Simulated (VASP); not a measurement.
# Pt in VASP: further runs

The runs below take Pt through single point, with PBE.

All numbers are computed with VASP 6.6.1; they aren't measurements. Logs are shortened: lines on timing, memory, paths and dates and some standing lists are left out, and cuts for length are marked.

**1. The cell of the first run**

Symmetry: I4/mmm, No. 139, tetragonal system. Conventional cell: a = 2.877 Å, b = 2.877 Å, c = 4.169 Å, α = 90.00°, β = 90.00°, γ = 90.00°. Pt (site symmetry 4/mmm) has 12 Pt at 2.88 to 2.91 Å within 3.8 Å.

**2. Single point, PBE (strain +0.025 along x and y, +0.050 along z)**

The input, INCAR:

```
PREC     = Accurate       # precision mode
ENCUT    = 520            # plane-wave cutoff, eV
EDIFF    = 1E-6           # SCF threshold, eV
ISMEAR   = 0              # smearing method
SIGMA    = 0.15           # smearing width, eV
LREAL    = False          # projectors in reciprocal space
LASPH    = True           # aspherical terms in the spheres
NELM     = 80             # most SCF steps
ALGO     = Fast           # electronic algorithm
ISIF     = 2              # what is computed and relaxed
LWAVE    = False          # write WAVECAR
LCHARG   = False          # write CHGCAR
GGA      = PE             # functional
NBANDS   = 11             # bands
```

The input, KPOINTS:

```
regular mesh
0
Gamma
  26 26 26
```

The input, POSCAR:

```
Pt
1.0
    0.0000000000      2.0346814308      2.0843078071
    2.0346814308      0.0000000000      2.0843078071
    2.0346814308      2.0346814308      0.0000000000
Pt
1
Direct
    0.0000000000      0.0000000000      0.0000000000
```

Potentials or basis: VASP PAW PBE potentials, release 64 (Pt).

The run is started by

```console
cat potpaw_PBE.64/Pt/POTCAR > POTCAR
mpirun -np 1 vasp_std > vasp.out
```

OUTCAR:

```text
PREC = Accurate
   ENCUT = 520
   EDIFF = 1E-6
   ISMEAR = 0
   LREAL = False
   LASPH = True
   NELM = 80
   ISIF = 2
   GGA = PE

 ion  position               nearest neighbor table
   1  0.000  0.000  0.000-

  LATTYP: Found a body centered tetragonal cell.
 ALAT       =     2.8774740745
 C/A-ratio  =     1.4487065760

  Lattice vectors:

 A1 = (  -2.0346814308,   0.0000000000,   2.0843078071)
 A2 = (   2.0346814308,   0.0000000000,   2.0843078071)
 A3 = (   0.0000000000,   2.0346814308,  -2.0843078071)

Analysis of symmetry for initial positions (statically):
=====================================================================
 Subroutine PRICEL returns:
 Original cell was already a primitive cell.

 Routine SETGRP: Setting up the symmetry group for a
 body centered tetragonal supercell.

 Subroutine GETGRP returns: Found 16 space group operations
 (whereof 16 operations were pure point group operations)
 out of a pool of 16 trial point group operations.

The static configuration has the point symmetry D_4h.

Analysis of symmetry for dynamics (positions and initial velocities):
=====================================================================
 Subroutine PRICEL returns:
 Original cell was already a primitive cell.

 Routine SETGRP: Setting up the symmetry group for a
 body centered tetragonal supercell.

 Subroutine GETGRP returns: Found 16 space group operations
 (whereof 16 operations were pure point group operations)
 out of a pool of 16 trial point group operations.

The dynamic configuration has the point symmetry D_4h.

 Subroutine INISYM returns: Found 16 space group operations
 (whereof 16 operations are pure point group operations),
 and found     1 'primitive' translations

----------------------------------------------------------------------------------------

                                     Primitive cell

  volume of cell :      17.2578

  direct lattice vectors                    reciprocal lattice vectors
     0.000000000  2.034681431  2.084307807    -0.245738715  0.245738715  0.239887793
     2.034681431  0.000000000  2.084307807     0.245738715 -0.245738715  0.239887793
     2.034681431  2.034681431  0.000000000     0.245738715  0.245738715 -0.239887793

  length of vectors
     2.912776607  2.912776607  2.877474075     0.422280932  0.422280932  0.422280932

  position of ions in fractional coordinates (direct lattice)
     0.000000000  0.000000000  0.000000000

  ion indices of the primitive-cell ions
   primitive index   ion index
                 1           1

----------------------------------------------------------------------------------------

 KPOINTS: regular mesh

Automatic generation of k-mesh.
 Grid dimensions read from file:
 generate k-points for:   26   26   26

 Generating k-lattice:

  Cartesian coordinates                     Fractional coordinates (reciprocal lattice)
    -0.009451489  0.009451489  0.009226454     0.038461538 -0.000000000  0.000000000
     0.009451489 -0.009451489  0.009226454    -0.000000000  0.038461538  0.000000000
     0.009451489  0.009451489 -0.009226454     0.000000000  0.000000000  0.038461538

  Length of vectors
     0.016241574  0.016241574  0.016241574

  Shift w.r.t. Gamma in fractional coordinates (k-lattice)
     0.000000000  0.000000000  0.000000000

 Subroutine IBZKPT returns following result:
 ===========================================

 Found   1330 irreducible k-points:

 Following reciprocal coordinates:
            Coordinates               Weight
  0.000000  0.000000  0.000000      1.000000
  0.038462 -0.000000  0.000000      8.000000
  0.076923 -0.000000  0.000000      8.000000
  0.115385 -0.000000  0.000000      8.000000
  0.153846  0.000000  0.000000      8.000000
  0.192308  0.000000  0.000000      8.000000
[... 16 lines left out ...]
  0.346154  0.038462  0.000000      8.000000
  0.384615  0.038462  0.000000      8.000000
 [... further k-points ...]
   k-points           NKPTS =   1330   k-points in BZ     NKDIM =   1330   number of bands    NBANDS=     11
   number of dos      NEDOS =    301   number of ions     NIONS =      1
   total plane-waves  NPLWV =  13824
   dimension x,y,z NGX =    24 NGY =   24 NGZ =   24
   dimension x,y,z NGXF=    48 NGYF=   48 NGZF=   48
   ions per type =               1
   NGX,Y,Z   is equivalent  to a cutoff of  13.70, 13.70, 13.87 a.u.
   NGXF,Y,Z  is equivalent  to a cutoff of  27.40, 27.40, 27.73 a.u.
 SYSTEM =  unknown system
   PREC   = accura    normal or accurate (medium, high low for compatibility)
   ISTART =      0    job   : 0-new  1-cont  2-samecut
   ICHARG =      2    charge: 1-file 2-atom 10-const
   ISPIN  =      1    spin polarized calculation?
   LNONCOLLINEAR =      F non collinear calculations
   LSORBIT =      F    spin-orbit coupling
   LASPH  =      T    aspherical Exc in radial PAW
   ENCUT  =  520.0 eV  38.22 Ry    6.18 a.u.   5.42  5.42  5.35*2*pi/ulx,y,z
   NELM   =     80;   NELMIN=  2; NELMDL= -5     # of ELM steps
   EDIFF  = 0.1E-05   stopping-criterion for ELM
   LREAL  =      F    real-space projection
   EDIFFG = 0.1E-04   stopping-criterion for IOM
   NSW    =      0    number of steps for IOM
   IBRION =     -1    ionic relax: 0-MD 1-quasi-New 2-CG
   NFREE  =      0    steps in history (QN), initial steepest desc. (CG)
   ISIF   =      2    stress and relaxation
   ISYM   =      2    0-nonsym 1-usesym 2-fastsym
   POTIM  = 0.5000    time-step for ionic-motion
   TEBEG  =    0.0;   TEEND  =   0.0 temperature during run
   PSTRESS=    0.0 pullay stress
   NELECT =      10.0000    total number of electrons
   NUPDOWN=      -1.0000    fix difference up-down
   EMIN   =  10.00;   EMAX   =-10.00  energy-range for DOS
   EFERMI =   0.00;   METHOD = LEGACY
   ISMEAR =     0;   SIGMA  =   0.15  broadening in eV -4-tet -1-fermi 0-gaus
   EFERMI_NEDOS =   21; number of points for ismear=-14 and -15
   IALGO  =     68    algorithm
   IMIX   =      4    mixing-type and parameters
     AMIX     =   0.40;   BMIX     =  1.00
     AMIX_MAG =   1.60;   BMIX_MAG =  1.00
  volume/ion in A,a.u.               =      17.26       116.46
  Fermi-wavevector in a.u.,A,eV,Ry     =   1.364834  2.579163 25.344561  1.862773
  Thomas-Fermi vector in A             =   2.491115
   LORBIT       =      0    0 simple, 1 ext, 2 COOP (PROOUT), +10 PAW based schemes
   GGA     = PE    functional components
   LHFCALC =     F    Hartree Fock is set to
   AEXX    =    0.0000 exact exchange contribution
   IVDW    =     0    specifies the selected vdW correction
   LEPSILON=     F    determine dielectric tensor
   LRPA    =     F    only Hartree local field effects (RPA)
 non-spin polarized calculation
 RMM-DIIS sequential band-by-band and
 Gauss-broadening in eV      SIGMA  =   0.15
  energy-cutoff  :      520.00
  volume of cell :       17.26
 maximum number of plane-waves:       487
 NGX is ok and might be reduce to    24
   NGX = 11   NGY = 11   NGZ = 11

 number of electron      10.0000000 magnetization

 Free energy of the ion-electron system (eV)
  ---------------------------------------------------
  ext. energy  EPLUGINS =         0.00000000
  ---------------------------------------------------
  free energy    TOTEN  =        -6.00161347 eV

  energy without entropy =       -5.97502567  energy(sigma->0) =       -5.98831957

 E-fermi :   8.8453     XC(G=0): -12.6916

 val. band max:        8.8435820886   @ k =   0.3846   0.0769   0.3077
 cond. band min:       8.8468752956   @ k =  -0.4615   0.0000   0.1923
 fundamental gap:      0.0032932069
 Fermi energy:         8.8452754929

 k-point     1 :       0.0000    0.0000    0.0000
  band No.  band energies     occupation
      1       0.0700      2.00000
      2       5.6584      2.00000
      3       5.8984      2.00000
      4       5.8984      2.00000
      5       7.4002      2.00000
      6       7.6684      2.00000
      7      23.7763      0.00000
      8      27.6736      0.00000
      9      28.1385      0.00000
     10      28.1385      0.00000
     11      32.8705      0.00000

 k-point     2 :       0.0385   -0.0000    0.0000
  band No.  band energies     occupation
      1       0.1226      2.00000
      2       5.6650      2.00000
      3       5.8906      2.00000
      4       5.9181      2.00000
      5       7.3917      2.00000
      6       7.6564      2.00000
      7      23.8495      0.00000
      8      27.5369      0.00000
      9      28.0048      0.00000
     10      28.2103      0.00000
     11      33.2130      0.00000

 k-point     3 :       0.0769   -0.0000    0.0000
  band No.  band energies     occupation
      1       0.2785      2.00000
      2       5.6645      2.00000
      3       5.8878      2.00000
      4       5.9743      2.00000
      5       7.3705      2.00000
      6       7.6242      2.00000
      7      24.0564      0.00000
      8      26.8098      0.00000
      9      28.1217      0.00000
     10      28.4213      0.00000
     11      33.8463      0.00000

 k-point     4 :       0.1154   -0.0000    0.0000
  band No.  band energies     occupation
      1       0.5316      2.00000
      2       5.6210      2.00000
      3       5.9261      2.00000
      4       6.0568      2.00000
      5       7.3510      2.00000
      6       7.5843      2.00000
      7      24.3472      0.00000
      8      25.8030      0.00000
      9      28.4414      0.00000
     10      28.7568      0.00000
     11      33.4728      0.00000
[... 239 lines left out ...]
 k-point    22 :       0.3077    0.0385    0.0000
  band No.  band energies     occupation
      1       2.3833      2.00000
      2       5.7250      2.00000
      3       5.9451      2.00000
      4       6.2150      2.00000
      5       7.8422      2.00000
      6       8.1116      2.00000
      7      19.6989      0.00000
      8      24.6916      0.00000
      9      28.6982      0.00000
     10      29.6599      0.00000
     11      31.5942      0.00000

 k-point    23 :       0.3462    0.0385    0.0000
  band No.  band energies     occupation
      1       2.6372      2.00000
      2       5.8369      2.00000
      3       6.1437      2.00000
      4       6.1775      2.00000
      5       8.1487      2.00000
      6       8.3224      2.00000
      7      18.2497      0.00000
      8      24.2869      0.00000
      9      28.2037      0.00000
     10      28.8432      0.00000
     11      32.4726      0.00000

 k-point    24 :       0.3846    0.0385    0.0000
  band No.  band energies     occupation
      1       2.7791      2.00000
      2       5.7586      2.00000
      3       6.0679      2.00000
      4       6.7788      2.00000
      5       8.4739      1.99954
      6       8.5231      1.99761
      7      16.8344      0.00000
      8      23.9140      0.00000
      9      27.7011      0.00000
     10      28.0340      0.00000
     11      33.3973      0.00000

 [... further k-points ...]

------------------------ aborting loop because EDIFF is reached ----------------------------------------

  FORCE on cell =-STRESS in cart. coord.  units (eV):
  Direction    XX          YY          ZZ          XY          YZ          ZX
  --------------------------------------------------------------------------------------
  -------------------------------------------------------------------------------------
  Total       -1.9650460     -1.9650460     -2.1215960      0.0000000      0.0000000      0.0000000
  in kB     -182.4309904   -182.4309904   -196.9647826      0.0000000      0.0000000      0.0000000
  external PRESSURE =    -187.2755878 kB  Pullay stress =       0.0000000 kB

 VOLUME and BASIS-vectors are now :
 -----------------------------------------------------------------------------
  energy-cutoff  :      520.00
  volume of cell :       17.26
      direct lattice vectors                 reciprocal lattice vectors
     0.000000000  2.034681431  2.084307807    -0.245738715  0.245738715  0.239887793
     2.034681431  0.000000000  2.084307807     0.245738715 -0.245738715  0.239887793
     2.034681431  2.034681431  0.000000000     0.245738715  0.245738715 -0.239887793

 POSITION                                       TOTAL-FORCE (eV/Angst)
 -----------------------------------------------------------------------------------
      0.00000      0.00000      0.00000         0.000000      0.000000     -0.000000
 -----------------------------------------------------------------------------------
    total drift:                               -0.000000      0.000000     -0.000000

  FREE ENERGIE OF THE ION-ELECTRON SYSTEM (eV)
  ---------------------------------------------------
  free  energy   TOTEN  =        -6.0016134686 eV

  energy  without entropy=       -5.9750256713  energy(sigma->0) =       -5.98831957
```

It took 68 s on 1 thread of Intel Xeon 6975P-C (Granite Rapids), shared host; peak memory 0.36 GiB.

Results:

```
Free energy            : -6.0016 eV
Pressure               : -18.7 GPa
Band gap on the k mesh : zero (band 5 reaches 9.32 eV, above the bottom of band 6 at 7.47 eV)
```

Stress tensor (GPa, compression positive):
```
-18.24   0.00   0.00
  0.00 -18.24   0.00
  0.00   0.00 -19.70
```

Caveat: the cell differs from its parent crystal (strain +0.025 along x and y, +0.050 along z); spin-orbit coupling is left out, which moves the levels of the heavy elements.

[end of part 1 of 2]
